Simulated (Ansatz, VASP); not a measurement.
## One calculation of Ga2FeN2, two programs

```
CELL_PARAMETERS angstrom
4.68062 0.00000 0.00000
0.00000 4.68062 0.00000
0.00000 0.00000 4.78052
ATOMIC_POSITIONS crystal
Ga 0.00000 0.50000 0.50000
Ga 0.50000 0.00000 0.50000
Fe 0.00000 0.00000 0.50000
N 0.00000 0.00000 0.87968
N 0.00000 0.00000 0.12032
```

Alike in both runs: functional PBE; k mesh 8 × 8 × 6; occupations gaussian, width 0.1 eV; no spin polarisation.

Ansatz relaxed the structure, and its values are those at the end. VASP's run is a single point on that final structure, the one shown.

```csv
,VASP,Ansatz
version,VASP 6.6.1,Ansatz 0.2.0
potentials or method,"VASP PAW PBE potentials, release 64 (Ga_d, Fe_sv, N_h), cutoff 1330 eV","scalar-relativistic, plane waves, PAW"
valence electrons in the cell,52,52
```

```csv
,VASP,Ansatz,Ansatz less VASP
gap on the k mesh at the Fermi level (eV),none,none,-
pressure (GPa),-0.1,0.0,+0.09
rms of the force components (eV/Å),0.034,0.000,-0.0336
```

A gap of «none» marks a metal or a gap that the smearing closes. With one functional, cell and mesh, what is left measures potentials, basis and numerics.
